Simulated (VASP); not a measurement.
Input of a VASP 6.6.1 run:

The input INCAR:

```
ALGO = Normal
EDIFF = 1E-6
ENCUT = 500
GGA = PS
GGA_COMPAT = F
ISIF = 2
ISMEAR = -1
LASPH = T
LCHARG = F
LREAL = F
LWAVE = F
NBANDS = 16
NELM = 120
PREC = Accurate
SIGMA = 0.05
```

KPOINTS

```
k-points
0
Gamma
  10 10 8
```

The input POSCAR:

```
ZrB2
1.0
    3.1700000000     -0.0634000000      0.0000000000
   -1.6399060106      2.7770005300      0.0000000000
    0.0000000000      0.0000000000      3.5330000000
Zr B
1 2
Direct
    0.0000000000      0.0000000000      0.0000000000
    0.6666666667      0.3333333333      0.5000000000
    0.3333333333      0.6666666667      0.5000000000
```

Potentials or basis: VASP PAW PBE potentials, release 64 (Zr_sv, B).

The run is started by

```bash
$ cat potpaw_PBE.64/Zr_sv/POTCAR potpaw_PBE.64/B/POTCAR > POTCAR
$ mpirun -np 1 vasp_std > vasp.out
```

(1) Estimate the band gap on the k mesh.

(2) Predict the largest force.

(3) What does it give for the pressure?

Answers

(1) zero (bands 9 and 10 overlap by 0.83 eV).

(2) 0.064 eV/Å.

(3) -3.4 GPa.

Caveat: the cell stands under tension; the PAW data sets were made with another functional, which shifts forces and pressure a little.
